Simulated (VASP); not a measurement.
# AgO2 (fluorite type) (Fm-3m) in VASP: further runs

AgO2 (fluorite type) is run at these levels: PBE; tasks: single point.

Program: VASP 6.6.1. These are calculated values, not measurements. Logs are shortened: lines on timing, memory, paths and dates and some standing lists are left out, and cuts for length are marked.

## Step 1: The cell of the first run

Symmetry: Fm-3m, No. 225, cubic system. Conventional cell: a = 5.092 Å, b = 5.092 Å, c = 5.092 Å, α = 90.00°, β = 90.00°, γ = 90.00°. Ag (site symmetry m-3m) has 8 O at 2.20 Å within 2.9 Å. O (site symmetry -43m) has 4 Ag at 2.20 Å and 6 O at 2.55 Å within 2.9 Å.

## Step 2: Single point, PBE

File INCAR:

```
  PREC = Accurate
  ENCUT = 520
  EDIFF = 1E-6
  ISMEAR = -1
  SIGMA = 0.06122561905347299
  LREAL = F
  LASPH = T
  NELM = 80
  ALGO = Normal
  ISIF = 2
  LWAVE = F
  LCHARG = F
  GGA = PE
  NBANDS = 18
```

File KPOINTS:

```
regular mesh
0
Gamma
  18 18 18
```

File POSCAR:

```
AgO2
1.0
    0.0000000000      2.5460649928      2.5460649928
    2.5460649928      0.0000000000      2.5460649928
    2.5460649928      2.5460649928      0.0000000000
Ag O
1 2
Direct
    0.0000000000      0.0000000000      0.0000000000
    0.2500000000      0.2500000000      0.2500000000
    0.7500000000      0.7500000000      0.7500000000
```

Potentials or basis: VASP PAW PBE potentials, release 64 (Ag, O).

Command:

```bash
cat potpaw_PBE.64/Ag/POTCAR potpaw_PBE.64/O/POTCAR > POTCAR
mpirun -np 1 vasp_std > vasp.out
```

OUTCAR:

```text
PREC = Accurate
   ENCUT = 520
   EDIFF = 1E-6
   ISMEAR = -1
   LREAL = F
   LASPH = T
   NELM = 80
   ISIF = 2
   GGA = PE

 ion  position               nearest neighbor table
   1  0.000  0.000  0.000-   3 2.20   3 2.20   3 2.20   2 2.20   3 2.20   2 2.20   2 2.20   2 2.20

   2  0.250  0.250  0.250-   1 2.20   1 2.20   1 2.20   1 2.20
   3  0.750  0.750  0.750-   1 2.20   1 2.20   1 2.20   1 2.20

  LATTYP: Found a face centered cubic cell.
 ALAT       =     5.0921299856

  Lattice vectors:

 A1 = (   0.0000000000,   2.5460649928,   2.5460649928)
 A2 = (   2.5460649928,   0.0000000000,   2.5460649928)
 A3 = (   2.5460649928,   2.5460649928,   0.0000000000)

Analysis of symmetry for initial positions (statically):
=====================================================================
 Subroutine PRICEL returns:
 Original cell was already a primitive cell.

 Routine SETGRP: Setting up the symmetry group for a
 face centered cubic supercell.

 Subroutine GETGRP returns: Found 48 space group operations
 (whereof 48 operations were pure point group operations)
 out of a pool of 48 trial point group operations.

The static configuration has the point symmetry O_h .

Analysis of symmetry for dynamics (positions and initial velocities):
=====================================================================
 Subroutine PRICEL returns:
 Original cell was already a primitive cell.

 Routine SETGRP: Setting up the symmetry group for a
 face centered cubic supercell.

 Subroutine GETGRP returns: Found 48 space group operations
 (whereof 48 operations were pure point group operations)
 out of a pool of 48 trial point group operations.

The dynamic configuration has the point symmetry O_h .

 Subroutine INISYM returns: Found 48 space group operations
 (whereof 48 operations are pure point group operations),
 and found     1 'primitive' translations

----------------------------------------------------------------------------------------

                                     Primitive cell

  volume of cell :      33.0095

  direct lattice vectors                    reciprocal lattice vectors
     0.000000000  2.546064993  2.546064993    -0.196381475  0.196381475  0.196381475
     2.546064993  0.000000000  2.546064993     0.196381475 -0.196381475  0.196381475
     2.546064993  2.546064993  0.000000000     0.196381475  0.196381475 -0.196381475

  length of vectors
     3.600679644  3.600679644  3.600679644     0.340142693  0.340142693  0.340142693

  position of ions in fractional coordinates (direct lattice)
     0.000000000  0.000000000  0.000000000
     0.250000000  0.250000000  0.250000000
     0.750000000  0.750000000  0.750000000

  ion indices of the primitive-cell ions
   primitive index   ion index
                 1           1
                 2           2
                 3           3

----------------------------------------------------------------------------------------

 KPOINTS: regular mesh

Automatic generation of k-mesh.
 Grid dimensions read from file:
 generate k-points for:   18   18   18

 Generating k-lattice:

  Cartesian coordinates                     Fractional coordinates (reciprocal lattice)
    -0.010910082  0.010910082  0.010910082     0.055555556  0.000000000  0.000000000
     0.010910082 -0.010910082  0.010910082     0.000000000  0.055555556  0.000000000
     0.010910082  0.010910082 -0.010910082     0.000000000  0.000000000  0.055555556

  Length of vectors
     0.018896816  0.018896816  0.018896816

  Shift w.r.t. Gamma in fractional coordinates (k-lattice)
     0.000000000  0.000000000  0.000000000

 Subroutine IBZKPT returns following result:
 ===========================================

 Found    195 irreducible k-points:

 Following reciprocal coordinates:
            Coordinates               Weight
  0.000000  0.000000  0.000000      1.000000
  0.055556  0.000000  0.000000      8.000000
  0.111111  0.000000  0.000000      8.000000
  0.166667  0.000000  0.000000      8.000000
  0.222222  0.000000  0.000000      8.000000
  0.277778  0.000000  0.000000      8.000000
[... 16 lines left out ...]
 -0.277778  0.055556  0.000000     24.000000
 -0.222222  0.055556  0.000000     24.000000
 [... further k-points ...]
   k-points           NKPTS =    195   k-points in BZ     NKDIM =    195   number of bands    NBANDS=     18
   number of dos      NEDOS =    301   number of ions     NIONS =      3
   total plane-waves  NPLWV =  21952
   dimension x,y,z NGX =    28 NGY =   28 NGZ =   28
   dimension x,y,z NGXF=    56 NGYF=   56 NGZF=   56
   ions per type =               1   2
   NGX,Y,Z   is equivalent  to a cutoff of  12.93, 12.93, 12.93 a.u.
   NGXF,Y,Z  is equivalent  to a cutoff of  25.86, 25.86, 25.86 a.u.
 SYSTEM =  unknown system
   PREC   = accura    normal or accurate (medium, high low for compatibility)
   ISTART =      0    job   : 0-new  1-cont  2-samecut
   ICHARG =      2    charge: 1-file 2-atom 10-const
   ISPIN  =      1    spin polarized calculation?
   LNONCOLLINEAR =      F non collinear calculations
   LSORBIT =      F    spin-orbit coupling
   LASPH  =      T    aspherical Exc in radial PAW
   ENCUT  =  520.0 eV  38.22 Ry    6.18 a.u.   6.69  6.69  6.69*2*pi/ulx,y,z
   NELM   =     80;   NELMIN=  2; NELMDL= -5     # of ELM steps
   EDIFF  = 0.1E-05   stopping-criterion for ELM
   LREAL  =      F    real-space projection
   EDIFFG = 0.1E-04   stopping-criterion for IOM
   NSW    =      0    number of steps for IOM
   IBRION =     -1    ionic relax: 0-MD 1-quasi-New 2-CG
   NFREE  =      0    steps in history (QN), initial steepest desc. (CG)
   ISIF   =      2    stress and relaxation
   ISYM   =      2    0-nonsym 1-usesym 2-fastsym
   POTIM  = 0.5000    time-step for ionic-motion
   TEBEG  =    0.0;   TEEND  =   0.0 temperature during run
   PSTRESS=    0.0 pullay stress
   NELECT =      23.0000    total number of electrons
   NUPDOWN=      -1.0000    fix difference up-down
   EMIN   =  10.00;   EMAX   =-10.00  energy-range for DOS
   EFERMI =   0.00;   METHOD = LEGACY
   ISMEAR =    -1;   SIGMA  =   0.06  broadening in eV -4-tet -1-fermi 0-gaus
   EFERMI_NEDOS =   21; number of points for ismear=-14 and -15
   IALGO  =     38    algorithm
   IMIX   =      4    mixing-type and parameters
     AMIX     =   0.40;   BMIX     =  1.00
     AMIX_MAG =   1.60;   BMIX_MAG =  1.00
  volume/ion in A,a.u.               =      11.00        74.25
  Fermi-wavevector in a.u.,A,eV,Ry     =   1.451347  2.742648 28.659427  2.106408
  Thomas-Fermi vector in A             =   2.568855
   LORBIT       =      0    0 simple, 1 ext, 2 COOP (PROOUT), +10 PAW based schemes
   GGA     = PE    functional components
   LHFCALC =     F    Hartree Fock is set to
   AEXX    =    0.0000 exact exchange contribution
   IVDW    =     0    specifies the selected vdW correction
   LEPSILON=     F    determine dielectric tensor
   LRPA    =     F    only Hartree local field effects (RPA)
 non-spin polarized calculation
  energy-cutoff  :      520.00
  volume of cell :       33.01
 maximum number of plane-waves:       911
   NGX = 13   NGY = 13   NGZ = 13

 number of electron      22.9999992 magnetization

 Free energy of the ion-electron system (eV)
  ---------------------------------------------------
  ext. energy  EPLUGINS =         0.00000000
  ---------------------------------------------------
  free energy    TOTEN  =       -11.05701763 eV

  energy without entropy =      -11.00187456  energy(sigma->0) =      -11.02944610

 E-fermi :   5.1321     XC(G=0): -11.7029

 val. band max:        5.1282585872   @ k =   0.5000   0.2222   0.0000
 cond. band min:       5.1343163898   @ k =  -0.3889   0.3889   0.0000
 fundamental gap:      0.0060578025
 Fermi energy:         5.1320712097

 k-point     1 :       0.0000    0.0000    0.0000
  band No.  band energies     occupation
      1     -14.0358      2.00000
      2     -11.1398      2.00000
      3      -1.8534      2.00000
      4      -1.8534      2.00000
      5      -1.8534      2.00000
      6       0.8492      2.00000
[... 10 lines left out ...]
     17      17.0672      0.00000
     18      23.2475      0.00000

 k-point     2 :       0.0556    0.0000    0.0000
  band No.  band energies     occupation
      1     -14.0113      2.00000
      2     -11.1704      2.00000
      3      -1.8327      2.00000
      4      -1.8327      2.00000
      5      -1.7846      2.00000
      6       0.8335      2.00000
[... 10 lines left out ...]
     17      17.1450      0.00000
     18      23.5191      0.00000

 k-point     3 :       0.1111    0.0000    0.0000
  band No.  band energies     occupation
      1     -13.9391      2.00000
      2     -11.2580      2.00000
      3      -1.7727      2.00000
      4      -1.7727      2.00000
      5      -1.5838      2.00000
      6       0.7919      2.00000
[... 10 lines left out ...]
     17      17.3740      0.00000
     18      24.2358      0.00000

 k-point     4 :       0.1667    0.0000    0.0000
  band No.  band energies     occupation
      1     -13.8234      2.00000
      2     -11.3922      2.00000
      3      -1.6800      2.00000
      4      -1.6800      2.00000
      5      -1.2676      2.00000
      6       0.7399      2.00000
[... 10 lines left out ...]
     17      17.7410      0.00000
     18      24.3007      0.00000

 k-point     5 :       0.2222    0.0000    0.0000
  band No.  band energies     occupation
      1     -13.6701      2.00000
      2     -11.5597      2.00000
      3      -1.5662      2.00000
      4      -1.5662      2.00000
      5      -0.8599      2.00000
      6       0.6987      2.00000
[... 10 lines left out ...]
     17      18.2239      0.00000
     18      24.1634      0.00000

 k-point     6 :       0.2778    0.0000    0.0000
  band No.  band energies     occupation
      1     -13.4879      2.00000
      2     -11.7482      2.00000
      3      -1.4472      2.00000
      4      -1.4472      2.00000
      5      -0.3888      2.00000
      6       0.6906      2.00000
[... 10 lines left out ...]
     17      18.7912      0.00000
     18      24.0314      0.00000

 k-point     7 :       0.3333    0.0000    0.0000
  band No.  band energies     occupation
      1     -13.2868      2.00000
      2     -11.9472      2.00000
      3      -1.3411      2.00000
      4      -1.3411      2.00000
      5       0.1118      2.00000
      6       0.7321      2.00000
[... 10 lines left out ...]
     17      19.3972      0.00000
     18      23.9031      0.00000

 k-point     8 :       0.3889    0.0000    0.0000
  band No.  band energies     occupation
      1     -13.0780      2.00000
      2     -12.1483      2.00000
      3      -1.2619      2.00000
      4      -1.2619      2.00000
      5       0.5767      2.00000
      6       0.8225      2.00000
[... 10 lines left out ...]
     17      19.9740      0.00000
     18      23.7727      0.00000
[... 229 lines left out ...]
     17      20.6035      0.00000
     18      23.0881      0.00000

 k-point    20 :      -0.4444    0.0556    0.0000
  band No.  band energies     occupation
      1     -12.8133      2.00000
      2     -12.3964      2.00000
      3      -1.2205      2.00000
      4      -1.1714      2.00000
      5       0.7632      2.00000
      6       0.8693      2.00000
[... 10 lines left out ...]
     17      20.5539      0.00000
     18      23.2056      0.00000

 k-point    21 :      -0.3889    0.0556    0.0000
  band No.  band energies     occupation
      1     -12.9976      2.00000
      2     -12.2194      2.00000
      3      -1.2640      2.00000
      4      -1.1984      2.00000
      5       0.6866      2.00000
      6       0.7269      2.00000
[... 10 lines left out ...]
     17      20.1861      0.00000
     18      23.4341      0.00000

 k-point    22 :      -0.3333    0.0556    0.0000
  band No.  band energies     occupation
      1     -13.2034      2.00000
      2     -12.0231      2.00000
      3      -1.3343      2.00000
      4      -1.2638      2.00000
      5       0.3129      2.00000
      6       0.6132      2.00000
[... 10 lines left out ...]
     17      19.6275      0.00000
     18      23.6795      0.00000

 k-point    23 :      -0.2778    0.0556    0.0000
  band No.  band energies     occupation
      1     -13.4063      2.00000
      2     -11.8264      2.00000
      3      -1.4285      2.00000
      4      -1.3650      2.00000
      5      -0.1743      2.00000
      6       0.5616      2.00000
[... 10 lines left out ...]
     17      19.0240      0.00000
     18      23.8523      0.00000

 k-point    24 :      -0.2222    0.0556    0.0000
  band No.  band energies     occupation
      1     -13.5941      2.00000
      2     -11.6374      2.00000
      3      -1.5374      2.00000
      4      -1.4881      2.00000
      5      -0.6530      2.00000
      6       0.5727      2.00000
[... 10 lines left out ...]
     17      18.4876      0.00000
     18      23.9749      0.00000

 [... further k-points ...]

------------------------ aborting loop because EDIFF is reached ----------------------------------------

  FORCE on cell =-STRESS in cart. coord.  units (eV):
  Direction    XX          YY          ZZ          XY          YZ          ZX
  --------------------------------------------------------------------------------------
  -------------------------------------------------------------------------------------
  Total        1.3315874      1.3315874      1.3315874     -0.0000000     -0.0000000      0.0000000
  in kB       64.6311397     64.6311397     64.6311397     -0.0000000     -0.0000000      0.0000000
  external PRESSURE =      64.6311397 kB  Pullay stress =       0.0000000 kB

 VOLUME and BASIS-vectors are now :
 -----------------------------------------------------------------------------
  energy-cutoff  :      520.00
  volume of cell :       33.01
      direct lattice vectors                 reciprocal lattice vectors
     0.000000000  2.546064993  2.546064993    -0.196381475  0.196381475  0.196381475
     2.546064993  0.000000000  2.546064993     0.196381475 -0.196381475  0.196381475
     2.546064993  2.546064993  0.000000000     0.196381475  0.196381475 -0.196381475

 POSITION                                       TOTAL-FORCE (eV/Angst)
 -----------------------------------------------------------------------------------
      0.00000      0.00000      0.00000         0.000000      0.000000      0.000000
      1.27303      1.27303      1.27303        -0.000000     -0.000000     -0.000000
      3.81910      3.81910      3.81910         0.000000      0.000000      0.000000
 -----------------------------------------------------------------------------------
    total drift:                                0.000000      0.000000      0.000000

  FREE ENERGIE OF THE ION-ELECTRON SYSTEM (eV)
  ---------------------------------------------------
  free  energy   TOTEN  =       -11.0570176330 eV

  energy  without entropy=      -11.0018745618  energy(sigma->0) =      -11.02944610
```

Run time: 66 s. Hardware: 1 thread of Intel Xeon Platinum 8488C (Sapphire Rapids), shared host; peak memory 0.24 GiB.

Results:

| Property | Result |
| --- | --- |
| Free energy | -11.0570 eV |
| Pressure | 6.5 GPa |
| Band gap on the k mesh | zero (an odd number of electrons rules out a gap without spin polarisation) |

Levels at points of the mesh, in eV from the Fermi level:
| k point | band 8 | band 9 | band 10 | band 11 | band 12 | band 13 | band 14 | band 15 |
| --- | --- | --- | --- | --- | --- | --- | --- | --- |
| (0.00, 0.00, 0.00) | -1.36 | -1.36 | -1.36 | 0.32 | 0.32 | 0.32 | 4.76 | 11.94 |
| (0.50, 0.00, 0.00) | -3.36 | -2.98 | -2.80 | -2.80 | 0.30 | 0.30 | 9.23 | 9.47 |
| (0.50, 0.50, 0.00) | -4.02 | -3.34 | -3.19 | -0.59 | 0.46 | 0.46 | 9.19 | 11.02 |

Caveat: the cell stands under pressure; an odd number of electrons without spin polarisation forces a metal; a magnetic or distorted state may lie lower.

## Step 3: Single point, PBE

This run uses another cell than the first one, of 11.23 Å³/atom.

File INCAR:

```
PREC = Accurate ; ENCUT = 520
EDIFF = 1E-6 ; ISMEAR = -1
SIGMA = 0.06122561905347299 ; LREAL = F
LASPH = T ; NELM = 80
ALGO = Normal ; ISIF = 2
LWAVE = F ; LCHARG = T
GGA = PE ; LELF = T
LVHAR = T ; NBANDS = 18
```

File KPOINTS:

```
Automatic mesh
0
Gamma
  18 18 18
```

File POSCAR:

```
AgO2
1.0
    0.0000000000      2.5636246166      2.5636246166
    2.5636246166      0.0000000000      2.5636246166
    2.5636246166      2.5636246166      0.0000000000
Ag O
1 2
Direct
    0.0000000000      0.0000000000      0.0000000000
    0.2500000000      0.2500000000      0.2500000000
    0.7500000000      0.7500000000      0.7500000000
```

Potentials or basis: VASP PAW PBE potentials, release 64 (Ag, O).

Command:

```bash
cat potpaw_PBE.64/Ag/POTCAR potpaw_PBE.64/O/POTCAR > POTCAR
mpirun -np 1 vasp_std > vasp.out
```

Wall time 64 s (1 thread of Intel Xeon Platinum 8488C (Sapphire Rapids), shared host); peak memory 0.24 GiB.

The run converged. Its results:

| Property | Result |
| --- | --- |
| Free energy | -11.0779 eV |
| Pressure | 3.0 GPa |
| Band gap on the k mesh | zero (an odd number of electrons rules out a gap without spin polarisation) |

Levels at points of the mesh, in eV from the Fermi level:
```
           k point  band 7  band 8  band 9  band 10  band 11  band 12  band 13  band 14  band 15  band 16
(0.00, 0.00, 0.00)   -4.19   -1.30   -1.30    -1.30     0.30     0.30     0.30     4.65    11.90    11.90
(0.50, 0.00, 0.00)   -4.06   -3.25   -2.95    -2.70    -2.70     0.29     0.29     9.05     9.44    15.29
(0.50, 0.50, 0.00)   -4.40   -3.93   -3.30    -3.13    -0.55     0.45     0.45     9.09    10.89    11.62
```

Caveat: the cell stands under pressure; an odd number of electrons without spin polarisation forces a metal; a magnetic or distorted state may lie lower.
